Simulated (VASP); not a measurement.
# Ir (P6_3/mmc) in VASP: further runs, part 2 of 3

VASP 6.6.1. The steps go on from the part before.

### 3 Single point, LDA

This run uses another cell than the first one, of 15.12 Å³/atom.

INCAR reads:

```
SYSTEM = Ir
ALGO = Normal
EDIFF = 1E-6
ENCUT = 560
GGA_COMPAT = .False.
ISIF = 2
ISMEAR = 0
LASPH = .True.
LCHARG = .True.
LELF = .True.
LREAL = .False.
LVHAR = .True.
LWAVE = .False.
NBANDS = 24
NELM = 120
PREC = Accurate
SIGMA = 0.15
```

KPOINTS reads:

```
k-points
0
Gamma
  18 18 10
  0 0 0
```

POSCAR reads:

```
Ir
1.0
    2.8946000000      0.0000000000      0.0000000000
   -1.4473000000      2.5067971338      0.0000000000
    0.0000000000      0.0000000000      4.1669000000
Ir
2
Direct
    0.6666666667      0.3333333333      0.7500000000
    0.3333333333      0.6666666667      0.2500000000
```

Potentials or basis: VASP PAW LDA potentials, release 64 (Ir_sv_GW).

The run is started by

```console
$ cat potpaw_LDA.64/Ir_sv_GW/POTCAR > POTCAR
$ mpirun -np 1 vasp_std > vasp.out
```

OUTCAR:

```text
SYSTEM = Ir
   EDIFF = 1E-6
   ENCUT = 560
   ISIF = 2
   ISMEAR = 0
   LASPH = .True.
   LREAL = .False.
   NELM = 120
   PREC = Accurate

 ion  position               nearest neighbor table
   1  0.667  0.333  0.750-   2 2.67   2 2.67   2 2.67   2 2.67   2 2.67   2 2.67
   2  0.333  0.667  0.250-   1 2.67   1 2.67   1 2.67   1 2.67   1 2.67   1 2.67

  LATTYP: Found a hexagonal cell.
 ALAT       =     2.8946000000
 C/A-ratio  =     1.4395425966

  Lattice vectors:

 A1 = (   2.8946000000,   0.0000000000,   0.0000000000)
 A2 = (  -1.4473000000,   2.5067971338,   0.0000000000)
 A3 = (   0.0000000000,   0.0000000000,   4.1669000000)

Analysis of symmetry for initial positions (statically):
=====================================================================
 Subroutine PRICEL returns:
 Original cell was already a primitive cell.

 Routine SETGRP: Setting up the symmetry group for a
 hexagonal supercell.

 Subroutine GETGRP returns: Found 24 space group operations
 (whereof 12 operations were pure point group operations)
 out of a pool of 24 trial point group operations.
[... 154 lines left out ...]
   NGX = 11   NGY = 11   NGZ = 17

 number of electron      34.0000000 magnetization

 Free energy of the ion-electron system (eV)
  ---------------------------------------------------
  ext. energy  EPLUGINS =         0.00000000
  ---------------------------------------------------
  free energy    TOTEN  =       -21.25365868 eV

  energy without entropy =      -21.21824346  energy(sigma->0) =      -21.23595107

 E-fermi :  11.5411     XC(G=0): -14.3473

 val. band max:       11.5385513315   @ k =   0.2222   0.2222   0.1000
 cond. band min:      11.5439996357   @ k =   0.2778  -0.0000   0.4000
 fundamental gap:      0.0054483041
 Fermi energy:        11.5411332353

 k-point     1 :       0.0000    0.0000    0.0000
  band No.  band energies     occupation
      1     -80.9297      2.00000
      2     -80.8455      2.00000
      3     -38.4634      2.00000
      4     -37.8221      2.00000
      5     -37.8221      2.00000
      6     -37.6480      2.00000
[... 637 lines left out ...]
     23      22.6499      0.00000
     24      24.3254      0.00000

 [... further k-points ...]
[... 5 lines left out ...]
  --------------------------------------------------------------------------------------
  -------------------------------------------------------------------------------------
  Total       -5.8060180     -5.8060180     -1.0327320      0.0000000     -0.0000000      0.0000000
  in kB     -307.6579457   -307.6579457    -54.7239467      0.0000000     -0.0000000      0.0000000
  external PRESSURE =    -223.3466127 kB  Pullay stress =       0.0000000 kB

 VOLUME and BASIS-vectors are now :
 -----------------------------------------------------------------------------
  energy-cutoff  :      560.00
  volume of cell :       30.24
      direct lattice vectors                 reciprocal lattice vectors
     2.894600000  0.000000000  0.000000000     0.345470877  0.199457704  0.000000000
    -1.447300000  2.506797134  0.000000000     0.000000000  0.398915407  0.000000000
     0.000000000  0.000000000  4.166900000     0.000000000  0.000000000  0.239986561

 POSITION                                       TOTAL-FORCE (eV/Angst)
 -----------------------------------------------------------------------------------
      1.44730      0.83560      3.12518        -0.000000      0.000000      0.000000
     -0.00000      1.67120      1.04173         0.000000     -0.000000      0.000000
 -----------------------------------------------------------------------------------
    total drift:                               -0.000000      0.000000     -0.000000

  FREE ENERGIE OF THE ION-ELECTRON SYSTEM (eV)
  ---------------------------------------------------
  free  energy   TOTEN  =       -21.2536586807 eV

  energy  without entropy=      -21.2182434574  energy(sigma->0) =      -21.23595107
```

OSZICAR:

```text
N       E                     dE             d eps       ncg     rms          rms(c)
DAV:   1     0.357903048747E+03    0.35790E+03   -0.26029E+04 11240   0.162E+03
DAV:   2    -0.133085862990E+02   -0.37121E+03   -0.35986E+03 12928   0.512E+02
DAV:   3    -0.238205527748E+02   -0.10512E+02   -0.10441E+02 12688   0.847E+01
DAV:   4    -0.238635661075E+02   -0.43013E-01   -0.43000E-01 12064   0.596E+00
DAV:   5    -0.238637308391E+02   -0.16473E-03   -0.16471E-03 12808   0.335E-01    0.955E+01
DAV:   6    -0.214503619991E+02    0.24134E+01   -0.44467E+00 11360   0.157E+01    0.493E+01
DAV:   7    -0.212944143322E+02    0.15595E+00   -0.10526E+00 13032   0.698E+00    0.114E+01
DAV:   8    -0.212552243282E+02    0.39190E-01   -0.16681E-01 11144   0.375E+00    0.184E+00
DAV:   9    -0.212540921830E+02    0.11321E-02   -0.20684E-03 13008   0.432E-01    0.873E-01
DAV:  10    -0.212536603878E+02    0.43180E-03   -0.75679E-04 11488   0.323E-01    0.450E-01
DAV:  11    -0.212536587859E+02    0.16019E-05   -0.89766E-06 13144   0.302E-02    0.752E-02
DAV:  12    -0.212536586807E+02    0.10521E-06   -0.36584E-07  7208   0.520E-03
   1 F= -.21253659E+02 E0= -.21235951E+02  d E =-.354152E-01
```

stdout:

```text
POSCAR found type information on POSCAR Ir
 POSCAR found :  1 types and       2 ions
 scaLAPACK will be used
 LDA part: xc-table for (Slater(with rela. corr.)+CA(PZ))
 , standard interpolation
 POSCAR, INCAR and KPOINTS ok, starting setup
 FFT: planning ... GRIDC
 FFT: planning ... GRID_SOFT
 FFT: planning ... GRID
 WAVECAR not read
 entering main loop
```

Wall time 43 s (1 thread of Intel Xeon 6975P-C (Granite Rapids), shared host); peak memory 0.26 GiB.

Results:

```yaml
Free_energy: -21.2537 eV
Pressure: -22.3 GPa
Band_gap_on_the_k_mesh: zero (bands 17 and 18 overlap by 2.44 eV)
```

Levels at points of the mesh, in eV from the Fermi level:
```
           k point  band 13  band 14  band 15  band 16  band 17  band 18  band 19  band 20  band 21  band 22
(0.00, 0.00, 0.00)    -3.11    -3.11    -2.76    -2.76    -2.51     0.21     0.21     0.63     8.06    13.35
(0.50, 0.00, 0.00)    -3.56    -2.67    -2.01    -0.14     0.55     1.35     2.24     3.38     8.52     9.62
(0.00, 0.00, 0.50)    -4.09    -4.09    -3.55    -3.55    -0.30    -0.30    -0.30    -0.30    13.00    13.00
(0.50, 0.00, 0.50)    -2.46    -2.46    -0.94    -0.94     0.32     0.32     1.72     1.72     6.90     6.90
```

Caveat: the stress differs along the axes, from -31 to -5 GPa; spin-orbit coupling is left out, which moves the levels of the heavy elements.

### 4 Single point, LDA

This run uses another cell than the first one, of 15.04 Å³/atom.

INCAR reads:

```
ALGO     = Normal         # electronic algorithm
EDIFF    = 1E-6           # SCF threshold, eV
ENCUT    = 560            # plane-wave cutoff, eV
GGA      = CA             # functional
GGA_COMPAT= False        
ISIF     = 2              # what is computed and relaxed
ISMEAR   = 0              # smearing method
LASPH    = True           # aspherical terms in the spheres
LCHARG   = False          # write CHGCAR
LREAL    = False          # projectors in reciprocal space
LWAVE    = False          # write WAVECAR
NBANDS   = 24             # bands
NELM     = 120            # most SCF steps
PREC     = Accurate       # precision mode
SIGMA    = 0.15           # smearing width, eV
```

KPOINTS reads:

```
k-points
0
Gamma
  18 18 10
```

POSCAR reads:

```
Ir
1.0
    2.7684000000      0.0000000000      0.0000000000
   -1.3842000000      2.3975047278      0.0000000000
    0.0000000000      0.0000000000      4.5324000000
Ir
2
Direct
    0.6666666667      0.3333333333      0.7500000000
    0.3333333333      0.6666666667      0.2500000000
```

Potentials or basis: VASP PAW LDA potentials, release 64 (Ir_sv_GW).

The run is started by

```console
$ cat potpaw_LDA.64/Ir_sv_GW/POTCAR > POTCAR
$ mpirun -np 1 vasp_std > vasp.out
```

OUTCAR:

```text
EDIFF = 1E-6
   ENCUT = 560
   GGA = CA
   ISIF = 2
   ISMEAR = 0
   LASPH = True
   LREAL = False
   NELM = 120
   PREC = Accurate

 ion  position               nearest neighbor table
   1  0.667  0.333  0.750-   2 2.77   2 2.77   2 2.77   2 2.77   2 2.77   2 2.77
   2  0.333  0.667  0.250-   1 2.77   1 2.77   1 2.77   1 2.77   1 2.77   1 2.77

  LATTYP: Found a hexagonal cell.
 ALAT       =     2.7684000000
 C/A-ratio  =     1.6371911573

  Lattice vectors:

 A1 = (   2.7684000000,   0.0000000000,   0.0000000000)
 A2 = (  -1.3842000000,   2.3975047278,   0.0000000000)
 A3 = (   0.0000000000,   0.0000000000,   4.5324000000)

Analysis of symmetry for initial positions (statically):
=====================================================================
 Subroutine PRICEL returns:
 Original cell was already a primitive cell.

 Routine SETGRP: Setting up the symmetry group for a
 hexagonal supercell.

 Subroutine GETGRP returns: Found 24 space group operations
 (whereof 12 operations were pure point group operations)
 out of a pool of 24 trial point group operations.
[... 154 lines left out ...]
   NGX = 11   NGY = 11   NGZ = 17

 number of electron      34.0000000 magnetization

 Free energy of the ion-electron system (eV)
  ---------------------------------------------------
  ext. energy  EPLUGINS =         0.00000000
  ---------------------------------------------------
  free energy    TOTEN  =       -21.48439336 eV

  energy without entropy =      -21.45708782  energy(sigma->0) =      -21.47074059

 E-fermi :  11.5916     XC(G=0): -14.3955

 val. band max:       11.5914527433   @ k =   0.2222   0.1111   0.5000
 cond. band min:      11.5989869505   @ k =   0.3889   0.1667   0.1000
 fundamental gap:      0.0075342072
 Fermi energy:        11.5916341883

 k-point     1 :       0.0000    0.0000    0.0000
  band No.  band energies     occupation
      1     -80.8609      2.00000
      2     -80.8116      2.00000
      3     -38.2272      2.00000
      4     -37.6665      2.00000
      5     -37.6665      2.00000
      6     -37.5929      2.00000
[... 637 lines left out ...]
     23      21.6144      0.00000
     24      24.2550      0.00000

 [... further k-points ...]
[... 5 lines left out ...]
  --------------------------------------------------------------------------------------
  -------------------------------------------------------------------------------------
  Total       -4.7467799     -4.7467799     -5.3791083     -0.0000000      0.0000000      0.0000000
  in kB     -252.8093514   -252.8093514   -286.4866095     -0.0000000      0.0000000      0.0000000
  external PRESSURE =    -264.0351041 kB  Pullay stress =       0.0000000 kB

 VOLUME and BASIS-vectors are now :
 -----------------------------------------------------------------------------
  energy-cutoff  :      560.00
  volume of cell :       30.08
      direct lattice vectors                 reciprocal lattice vectors
     2.768400000  0.000000000  0.000000000     0.361219477  0.208550162  0.000000000
    -1.384200000  2.397504728  0.000000000     0.000000000  0.417100325  0.000000000
     0.000000000  0.000000000  4.532400000     0.000000000  0.000000000  0.220633660

 POSITION                                       TOTAL-FORCE (eV/Angst)
 -----------------------------------------------------------------------------------
      1.38420      0.79917      3.39930        -0.000000      0.000000      0.000000
     -0.00000      1.59834      1.13310         0.000000     -0.000000      0.000000
 -----------------------------------------------------------------------------------
    total drift:                               -0.000000      0.000000     -0.000000

  FREE ENERGIE OF THE ION-ELECTRON SYSTEM (eV)
  ---------------------------------------------------
  free  energy   TOTEN  =       -21.4843933584 eV

  energy  without entropy=      -21.4570878205  energy(sigma->0) =      -21.47074059
```

OSZICAR:

```text
N       E                     dE             d eps       ncg     rms          rms(c)
DAV:   1     0.356844906586E+03    0.35684E+03   -0.25978E+04 11136   0.162E+03
DAV:   2    -0.137141336256E+02   -0.37056E+03   -0.35922E+03 12928   0.514E+02
DAV:   3    -0.241128265083E+02   -0.10399E+02   -0.10331E+02 12856   0.842E+01
DAV:   4    -0.241543613918E+02   -0.41535E-01   -0.41526E-01 11880   0.585E+00
DAV:   5    -0.241545217846E+02   -0.16039E-03   -0.16036E-03 13048   0.330E-01    0.944E+01
DAV:   6    -0.216901264772E+02    0.24644E+01   -0.45801E+00 11520   0.158E+01    0.487E+01
DAV:   7    -0.215269909058E+02    0.16314E+00   -0.11033E+00 13160   0.713E+00    0.111E+01
DAV:   8    -0.214859802077E+02    0.41011E-01   -0.16594E-01 11128   0.373E+00    0.153E+00
DAV:   9    -0.214848452615E+02    0.11349E-02   -0.24147E-03 13248   0.415E-01    0.886E-01
DAV:  10    -0.214843950454E+02    0.45022E-03   -0.78063E-04 11384   0.328E-01    0.481E-01
DAV:  11    -0.214843935060E+02    0.15394E-05   -0.83219E-06 12992   0.294E-02    0.102E-01
DAV:  12    -0.214843933584E+02    0.14766E-06   -0.51548E-07  7168   0.612E-03
   1 F= -.21484393E+02 E0= -.21470741E+02  d E =-.273055E-01
```

Wall time 48 s (1 thread of Intel Xeon 6975P-C (Granite Rapids), shared host); peak memory 0.26 GiB.

Results:

- Free energy: -21.4844 eV
- Pressure: -26.4 GPa
- Band gap on the k mesh: zero (bands 17 and 18 overlap by 3.08 eV)

Stress tensor (GPa, compression positive):
```
-25.28   0.00   0.00
  0.00 -25.28   0.00
  0.00   0.00 -28.65
```

Caveat: the cell stands under tension; spin-orbit coupling is left out, which moves the levels of the heavy elements.

### 5 Single point, LDA

This run uses another cell than the first one, of 13.05 Å³/atom.

INCAR reads:

```
  PREC = Accurate
  ENCUT = 560
  EDIFF = 1E-6
  ISMEAR = 0
  SIGMA = 0.15
  LREAL = False
  LASPH = True
  NELM = 120
  ALGO = Normal
  ISIF = 2
  LWAVE = False
  LCHARG = True
  GGA = CA
  LELF = True
  LVHAR = True
  NBANDS = 24
  GGA_COMPAT = False
```

KPOINTS reads:

```
Automatic mesh
0
Gamma
  18 18 10
```

POSCAR reads:

```
Ir
1.0
    2.5790000000      0.0000000000      0.0000000000
   -1.2895000000      2.2334795163      0.0000000000
    0.0000000000      0.0000000000      4.5324000000
Ir
2
Direct
    0.6666666667      0.3333333333      0.7500000000
    0.3333333333      0.6666666667      0.2500000000
```

Potentials or basis: VASP PAW LDA potentials, release 64 (Ir_sv_GW).

The run is started by

```console
$ cat potpaw_LDA.64/Ir_sv_GW/POTCAR > POTCAR
$ mpirun -np 1 vasp_std > vasp.out
```

OUTCAR:

```text
PREC = Accurate
   ENCUT = 560
   EDIFF = 1E-6
   ISMEAR = 0
   LREAL = False
   LASPH = True
   NELM = 120
   ISIF = 2
   GGA = CA

 ion  position               nearest neighbor table
   1  0.667  0.333  0.750-   2 2.71   2 2.71   2 2.71   2 2.71   2 2.71   2 2.71
   2  0.333  0.667  0.250-   1 2.71   1 2.71   1 2.71   1 2.71   1 2.71   1 2.71

  LATTYP: Found a hexagonal cell.
 ALAT       =     2.5790000000
 C/A-ratio  =     1.7574253587

  Lattice vectors:

 A1 = (   2.5790000000,   0.0000000000,   0.0000000000)
 A2 = (  -1.2895000000,   2.2334795163,   0.0000000000)
 A3 = (   0.0000000000,   0.0000000000,   4.5324000000)

Analysis of symmetry for initial positions (statically):
=====================================================================
 Subroutine PRICEL returns:
 Original cell was already a primitive cell.

 Routine SETGRP: Setting up the symmetry group for a
 hexagonal supercell.

 Subroutine GETGRP returns: Found 24 space group operations
 (whereof 12 operations were pure point group operations)
 out of a pool of 24 trial point group operations.

The static configuration has the point symmetry D_3d.
[... 154 lines left out ...]
 number of electron      34.0000000 magnetization

 Free energy of the ion-electron system (eV)
  ---------------------------------------------------
  ext. energy  EPLUGINS =         0.00000000
  ---------------------------------------------------
  free energy    TOTEN  =       -21.31919365 eV

  energy without entropy =      -21.29671778  energy(sigma->0) =      -21.30795571

 E-fermi :  14.3013     XC(G=0): -15.2958

 val. band max:       14.2996015526   @ k =   0.2222   0.1111   0.4000
 cond. band min:      14.3072272618   @ k =   0.3333   0.0000   0.0000
 fundamental gap:      0.0076257092
 Fermi energy:        14.3012851003

 k-point     1 :       0.0000    0.0000    0.0000
  band No.  band energies     occupation
      1     -78.4812      2.00000
      2     -78.4123      2.00000
      3     -35.9802      2.00000
      4     -35.1105      2.00000
      5     -35.1054      2.00000
      6     -35.1054      2.00000
[... 637 lines left out ...]
     23      25.4129      0.00000
     24      28.2407      0.00000

 [... further k-points ...]
[... 5 lines left out ...]
  --------------------------------------------------------------------------------------
  -------------------------------------------------------------------------------------
  Total        7.6820176      7.6820176      0.5649987      0.0000000      0.0000000      0.0000000
  in kB      471.4377276    471.4377276     34.6734071      0.0000000      0.0000000      0.0000000
  external PRESSURE =     325.8496208 kB  Pullay stress =       0.0000000 kB

 VOLUME and BASIS-vectors are now :
 -----------------------------------------------------------------------------
  energy-cutoff  :      560.00
  volume of cell :       26.11
      direct lattice vectors                 reciprocal lattice vectors
     2.579000000  0.000000000  0.000000000     0.387747189  0.223865944  0.000000000
    -1.289500000  2.233479516  0.000000000     0.000000000  0.447731888  0.000000000
     0.000000000  0.000000000  4.532400000     0.000000000  0.000000000  0.220633660

 POSITION                                       TOTAL-FORCE (eV/Angst)
 -----------------------------------------------------------------------------------
      1.28950      0.74449      3.39930         0.000000     -0.000000      0.000000
     -0.00000      1.48899      1.13310        -0.000000      0.000000      0.000000
 -----------------------------------------------------------------------------------
    total drift:                               -0.000000      0.000000     -0.000000

  FREE ENERGIE OF THE ION-ELECTRON SYSTEM (eV)
  ---------------------------------------------------
  free  energy   TOTEN  =       -21.3191936457 eV

  energy  without entropy=      -21.2967177766  energy(sigma->0) =      -21.30795571
```

OSZICAR:

```text
N       E                     dE             d eps       ncg     rms          rms(c)
DAV:   1     0.365286715613E+03    0.36529E+03   -0.26277E+04 11024   0.165E+03
DAV:   2    -0.133534588610E+02   -0.37864E+03   -0.36717E+03 12912   0.529E+02
DAV:   3    -0.233941160846E+02   -0.10041E+02   -0.99857E+01 12824   0.853E+01
DAV:   4    -0.234294987817E+02   -0.35383E-01   -0.35375E-01 11976   0.553E+00
DAV:   5    -0.234296228439E+02   -0.12406E-03   -0.12405E-03 12848   0.296E-01    0.107E+02
DAV:   6    -0.215318897759E+02    0.18977E+01   -0.31260E+00 11728   0.137E+01    0.572E+01
DAV:   7    -0.213609994544E+02    0.17089E+00   -0.11325E+00 13136   0.770E+00    0.957E+00
DAV:   8    -0.213202309987E+02    0.40768E-01   -0.14949E-01 11240   0.361E+00    0.100E+00
DAV:   9    -0.213195823701E+02    0.64863E-03   -0.31956E-03 13064   0.428E-01    0.101E+00
DAV:  10    -0.213191959571E+02    0.38641E-03   -0.75865E-04 11208   0.326E-01    0.607E-01
DAV:  11    -0.213191939297E+02    0.20274E-05   -0.92909E-06 13192   0.315E-02    0.165E-01
DAV:  12    -0.213191936457E+02    0.28406E-06   -0.91725E-07  7024   0.854E-03
   1 F= -.21319194E+02 E0= -.21307956E+02  d E =-.224759E-01
```

It took 52 s on 1 thread of Intel Xeon 6975P-C (Granite Rapids), shared host; peak memory 0.24 GiB.

What came out:

```
Free energy            : -21.3192 eV
Pressure               : 32.6 GPa
Band gap on the k mesh : zero (bands 17 and 18 overlap by 4.25 eV)
```

Caveat: the stress differs along the axes, from 3 to 47 GPa; spin-orbit coupling is left out, which moves the levels of the heavy elements.

(Part 2 of 3 ends here.)
